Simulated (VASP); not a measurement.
# SnO2 (Cmm2) in VASP: single point with PBE

Aim: the single point of SnO2 with PBE.

Everything below comes from runs of VASP 6.6.1. Logs are shortened: lines on timing, memory, paths and dates and some standing lists are left out, and cuts for length are marked.

**1. The cell of the first run**

The structure is orthorhombic, space group Cmm2 (No. 35). The conventional cell has a = 6.827 Å, b = 6.827 Å, c = 3.238 Å, α = 90.00°, β = 90.00°, γ = 90.00°. Within 2.6 Å of Sn (site symmetry mm2) lie 6 O at 1.94 to 2.25 Å. Within 2.8 Å of Sn (site symmetry mm2) lie 6 O at 2.09 Å. O (site symmetry m) has 3 Sn at 2.09 to 2.10 Å and 1 O at 2.64 Å within 2.8 Å. O (site symmetry m) has 3 Sn at 1.94 to 2.25 Å within 2.6 Å.

**2. Single point, PBE (atom 1 (Sn) moved by (+0.000, -0.200) A along x and z)**

The input, INCAR:

```
SYSTEM = SnO2
ALGO     = Normal         ! electronic algorithm
EDIFF    = 1E-6           ! SCF threshold, eV
ENCUT    = 520            ! plane-wave cutoff, eV
GGA      = PE             ! functional
ISIF     = 2              ! what is computed and relaxed
ISMEAR   = 0              ! smearing method
LASPH    = .True.         ! aspherical terms in the spheres
LCHARG   = .False.        ! write CHGCAR
LREAL    = .False.        ! projectors in reciprocal space
LWAVE    = .False.        ! write WAVECAR
NBANDS   = 35             ! bands
NELM     = 100            ! most SCF steps
PREC     = Accurate       ! precision mode
SIGMA    = 0.05           ! smearing width, eV
```

The input, KPOINTS:

```
k-points
0
Gamma
  6 6 8
  0 0 0
```

The input, POSCAR:

```
SnO2
1.0
    4.8277049961      0.0000000000      0.0000000000
    0.0000000000      4.8277049961      0.0000000000
    0.0000000000      0.0000000000      3.2379909406
Sn O
2 4
Direct
    0.0000000000      0.0000000000     -0.0617666954
    0.5000000000      0.5000000000      0.5000000000
    0.3066050863      0.3066050863      0.0000000000
    0.1933949137      0.8066050863      0.5000000000
    0.6933949137      0.6933949137      0.0000000000
    0.8066050863      0.1933949137      0.5000000000
```

Potentials or basis: VASP PAW PBE potentials, release 64 (Sn_d, O).

On the command line:

```
$ cat potpaw_PBE.64/Sn_d/POTCAR potpaw_PBE.64/O/POTCAR > POTCAR
$ mpirun -np 1 vasp_std > vasp.out
```

OUTCAR:

```text
SYSTEM = SnO2
   EDIFF = 1E-6
   ENCUT = 520
   GGA = PE
   ISIF = 2
   ISMEAR = 0
   LASPH = .True.
   LREAL = .False.
   NELM = 100
   PREC = Accurate

 ion  position               nearest neighbor table
   1  0.000  0.000  0.938-   4 1.94   6 1.94   5 2.10   3 2.10   4 2.25   6 2.25   2 3.70   2 3.70
                             2 3.70   2 3.70
   2  0.500  0.500  0.500-   3 2.09   5 2.09   3 2.09   5 2.09   4 2.09   6 2.09   1 3.70   1 3.70
                             1 3.70   1 3.70
   3  0.307  0.307  0.000-   2 2.09   2 2.09   1 2.10
   4  0.193  0.807  0.500-   1 1.94   2 2.09   1 2.25
   5  0.693  0.693  0.000-   2 2.09   2 2.09   1 2.10
   6  0.807  0.193  0.500-   1 1.94   2 2.09   1 2.25

  LATTYP: Found a simple tetragonal cell.
 ALAT       =     4.8277049961
 C/A-ratio  =     0.6707101911

  Lattice vectors:

 A1 = (   4.8277049961,   0.0000000000,   0.0000000000)
 A2 = (   0.0000000000,   4.8277049961,   0.0000000000)
 A3 = (   0.0000000000,   0.0000000000,   3.2379909406)

Analysis of symmetry for initial positions (statically):
=====================================================================
 Subroutine PRICEL returns:
 Original cell was already a primitive cell.

 Routine SETGRP: Setting up the symmetry group for a
 simple tetragonal supercell.

 Subroutine GETGRP returns: Found  4 space group operations
 (whereof  4 operations were pure point group operations)
 out of a pool of 16 trial point group operations.

The static configuration has the point symmetry C_2v.

Analysis of symmetry for dynamics (positions and initial velocities):
=====================================================================
 Subroutine PRICEL returns:
 Original cell was already a primitive cell.

 Routine SETGRP: Setting up the symmetry group for a
 simple tetragonal supercell.

 Subroutine GETGRP returns: Found  4 space group operations
 (whereof  4 operations were pure point group operations)
 out of a pool of 16 trial point group operations.

The dynamic configuration has the point symmetry C_2v.

 Subroutine INISYM returns: Found  4 space group operations
 (whereof  4 operations are pure point group operations),
 and found     1 'primitive' translations

----------------------------------------------------------------------------------------

                                     Primitive cell

  volume of cell :      75.4670

  direct lattice vectors                    reciprocal lattice vectors
     4.827704996  0.000000000  0.000000000     0.207137760  0.000000000  0.000000000
     0.000000000  4.827704996  0.000000000     0.000000000  0.207137760  0.000000000
     0.000000000  0.000000000  3.237990941     0.000000000  0.000000000  0.308833477

  length of vectors
     4.827704996  4.827704996  3.237990941     0.207137760  0.207137760  0.308833477

  position of ions in fractional coordinates (direct lattice)
     0.000000000  0.000000000  0.938233305
     0.500000000  0.500000000  0.500000000
     0.306605086  0.306605086  0.000000000
     0.193394914  0.806605086  0.500000000
     0.693394914  0.693394914  0.000000000
     0.806605086  0.193394914  0.500000000

  ion indices of the primitive-cell ions
   primitive index   ion index
                 1           1
                 2           2
                 3           3
                 4           4
                 5           5
                 6           6

----------------------------------------------------------------------------------------

 KPOINTS: k-points

Automatic generation of k-mesh.
 Grid dimensions read from file:
 generate k-points for:    6    6    8

 Generating k-lattice:

  Cartesian coordinates                     Fractional coordinates (reciprocal lattice)
     0.034522960  0.000000000  0.000000000     0.166666667  0.000000000  0.000000000
     0.000000000  0.034522960  0.000000000     0.000000000  0.166666667  0.000000000
     0.000000000  0.000000000  0.038604185     0.000000000  0.000000000  0.125000000

  Length of vectors
     0.034522960  0.034522960  0.038604185

  Shift w.r.t. Gamma in fractional coordinates (k-lattice)
     0.000000000  0.000000000  0.000000000

 Subroutine IBZKPT returns following result:
 ===========================================

 Found     65 irreducible k-points:

 Following reciprocal coordinates:
            Coordinates               Weight
  0.000000  0.000000  0.000000      1.000000
  0.166667  0.000000  0.000000      4.000000
  0.333333  0.000000  0.000000      4.000000
  0.500000  0.000000  0.000000      2.000000
  0.166667  0.166667  0.000000      2.000000
 -0.166667  0.166667  0.000000      2.000000
[... 16 lines left out ...]
  0.333333  0.333333  0.125000      4.000000
 -0.333333  0.333333  0.125000      4.000000
 [... further k-points ...]
   k-points           NKPTS =     65   k-points in BZ     NKDIM =     65   number of bands    NBANDS=     35
   number of dos      NEDOS =    301   number of ions     NIONS =      6
   total plane-waves  NPLWV =  31104
   dimension x,y,z NGX =    36 NGY =   36 NGZ =   24
   dimension x,y,z NGXF=    72 NGYF=   72 NGZF=   48
   ions per type =               2   4
   NGX,Y,Z   is equivalent  to a cutoff of  12.40, 12.40, 12.32 a.u.
   NGXF,Y,Z  is equivalent  to a cutoff of  24.79, 24.79, 24.64 a.u.
 SYSTEM =  SnO2
   PREC   = accura    normal or accurate (medium, high low for compatibility)
   ISTART =      0    job   : 0-new  1-cont  2-samecut
   ICHARG =      2    charge: 1-file 2-atom 10-const
   ISPIN  =      1    spin polarized calculation?
   LNONCOLLINEAR =      F non collinear calculations
   LSORBIT =      F    spin-orbit coupling
   LASPH  =      T    aspherical Exc in radial PAW
   ENCUT  =  520.0 eV  38.22 Ry    6.18 a.u.   8.98  8.98  6.02*2*pi/ulx,y,z
   NELM   =    100;   NELMIN=  2; NELMDL= -5     # of ELM steps
   EDIFF  = 0.1E-05   stopping-criterion for ELM
   LREAL  =      F    real-space projection
   EDIFFG = 0.1E-04   stopping-criterion for IOM
   NSW    =      0    number of steps for IOM
   IBRION =     -1    ionic relax: 0-MD 1-quasi-New 2-CG
   NFREE  =      0    steps in history (QN), initial steepest desc. (CG)
   ISIF   =      2    stress and relaxation
   ISYM   =      2    0-nonsym 1-usesym 2-fastsym
   POTIM  = 0.5000    time-step for ionic-motion
   TEBEG  =    0.0;   TEEND  =   0.0 temperature during run
   PSTRESS=    0.0 pullay stress
   NELECT =      52.0000    total number of electrons
   NUPDOWN=      -1.0000    fix difference up-down
   EMIN   =  10.00;   EMAX   =-10.00  energy-range for DOS
   EFERMI =   0.00;   METHOD = LEGACY
   ISMEAR =     0;   SIGMA  =   0.05  broadening in eV -4-tet -1-fermi 0-gaus
   EFERMI_NEDOS =   21; number of points for ismear=-14 and -15
   IALGO  =     38    algorithm
   IMIX   =      4    mixing-type and parameters
     AMIX     =   0.40;   BMIX     =  1.00
     AMIX_MAG =   1.60;   BMIX_MAG =  1.00
  volume/ion in A,a.u.               =      12.58        84.88
  Fermi-wavevector in a.u.,A,eV,Ry     =   1.445962  2.732472 28.447149  2.090806
  Thomas-Fermi vector in A             =   2.564085
   LORBIT       =      0    0 simple, 1 ext, 2 COOP (PROOUT), +10 PAW based schemes
   GGA     = PE    functional components
   LHFCALC =     F    Hartree Fock is set to
   AEXX    =    0.0000 exact exchange contribution
   IVDW    =     0    specifies the selected vdW correction
   LEPSILON=     F    determine dielectric tensor
   LRPA    =     F    only Hartree local field effects (RPA)
 non-spin polarized calculation
 Gauss-broadening in eV      SIGMA  =   0.05
  energy-cutoff  :      520.00
  volume of cell :       75.47
 maximum number of plane-waves:      2068
   NGX = 17   NGY = 17   NGZ = 13

 number of electron      52.0000002 magnetization

 Free energy of the ion-electron system (eV)
  ---------------------------------------------------
  ext. energy  EPLUGINS =         0.00000000
  ---------------------------------------------------
  free energy    TOTEN  =       -36.94374732 eV

  energy without entropy =      -36.94374732  energy(sigma->0) =      -36.94374732

 E-fermi :   5.7625     XC(G=0): -10.9685

 val. band max:        5.4939796378   @ k =   0.0000   0.0000   0.0000
 cond. band min:       6.1742670125   @ k =   0.0000   0.0000   0.0000
 fundamental gap:      0.6802873747
 Fermi energy:         5.7624835808

 k-point     1 :       0.0000    0.0000    0.0000
  band No.  band energies     occupation
      1     -15.5306      2.00000
      2     -14.8559      2.00000
      3     -14.8442      2.00000
      4     -14.6469      2.00000
      5     -14.6297      2.00000
      6     -14.5327      2.00000
[... 27 lines left out ...]
     34      17.0413      0.00000
     35      17.7709      0.00000

 k-point     2 :       0.1667    0.0000    0.0000
  band No.  band energies     occupation
      1     -15.4952      2.00000
      2     -14.9240      2.00000
      3     -14.8278      2.00000
      4     -14.6423      2.00000
      5     -14.6285      2.00000
      6     -14.5522      2.00000
[... 27 lines left out ...]
     34      17.1405      0.00000
     35      17.7685      0.00000

 k-point     3 :       0.3333    0.0000    0.0000
  band No.  band energies     occupation
      1     -15.3933      2.00000
      2     -15.0654      2.00000
      3     -14.8261      2.00000
      4     -14.6303      2.00000
      5     -14.6262      2.00000
      6     -14.5853      2.00000
[... 27 lines left out ...]
     34      17.5077      0.00000
     35      17.7518      0.00000
[... 723 lines left out ...]
 k-point    23 :       0.3333    0.3333    0.1250
  band No.  band energies     occupation
      1     -15.3092      2.00000
      2     -15.1018      2.00000
      3     -14.9532      2.00000
      4     -14.7416      2.00000
      5     -14.6166      2.00000
      6     -14.5703      2.00000
[... 27 lines left out ...]
     34      17.5840      0.00000
     35      17.7519      0.00000

 k-point    24 :      -0.3333    0.3333    0.1250
  band No.  band energies     occupation
      1     -15.2858      2.00000
      2     -15.1803      2.00000
      3     -14.8793      2.00000
      4     -14.7545      2.00000
      5     -14.6101      2.00000
      6     -14.5779      2.00000
[... 27 lines left out ...]
     34      17.5816      0.00000
     35      17.7609      0.00000

 [... further k-points ...]
[... 5 lines left out ...]
  --------------------------------------------------------------------------------------
  -------------------------------------------------------------------------------------
  Total        1.2752079      1.2752079      2.3030938     -1.2579614      0.0000000      0.0000000
  in kB       27.0728832     27.0728832     48.8950759    -26.7067366      0.0000000      0.0000000
  external PRESSURE =      34.3469474 kB  Pullay stress =       0.0000000 kB

 VOLUME and BASIS-vectors are now :
 -----------------------------------------------------------------------------
  energy-cutoff  :      520.00
  volume of cell :       75.47
      direct lattice vectors                 reciprocal lattice vectors
     4.827704996  0.000000000  0.000000000     0.207137760  0.000000000  0.000000000
     0.000000000  4.827704996  0.000000000     0.000000000  0.207137760  0.000000000
     0.000000000  0.000000000  3.237990941     0.000000000  0.000000000  0.308833477

 POSITION                                       TOTAL-FORCE (eV/Angst)
 -----------------------------------------------------------------------------------
      0.00000      0.00000      3.03799         0.000000      0.000000      3.816596
      2.41385      2.41385      1.61900         0.000000      0.000000     -0.014831
      1.48020      1.48020      0.00000        -0.066229     -0.066229     -0.088779
      0.93365      3.89405      1.61900         0.624238     -0.624238     -1.812103
      3.34751      3.34751      0.00000         0.066229      0.066229     -0.088779
      3.89405      0.93365      1.61900        -0.624238      0.624238     -1.812103
 -----------------------------------------------------------------------------------
    total drift:                                0.000000      0.000000     -0.000436

  FREE ENERGIE OF THE ION-ELECTRON SYSTEM (eV)
  ---------------------------------------------------
  free  energy   TOTEN  =       -36.9437473192 eV

  energy  without entropy=      -36.9437473192  energy(sigma->0) =      -36.94374732
```

It took 63 s on 1 thread of Intel Xeon Platinum 8488C (Sapphire Rapids), shared host; peak memory 0.27 GiB.

What came out:

* Free energy: -36.9437 eV
* Pressure: 3.4 GPa
* Largest force: 3.817 eV/Å
* Band gap on the k mesh: 0.68 eV, direct

Forces on the atoms (eV/Å):
```
Sn   0.000  0.000  3.817
Sn   0.000  0.000 -0.015
O   -0.066 -0.066 -0.089
O    0.624 -0.624 -1.812
O    0.066  0.066 -0.089
O   -0.624  0.624 -1.812
```

Caveat: the cell differs from its parent crystal (atom 1 (Sn) moved by (+0.000, -0.200) A along x and z); spin-orbit coupling is left out, which moves the levels of the heavy elements; forces of over 1 eV/Å act on the atoms, so gaps and moduli don't describe the material at rest.
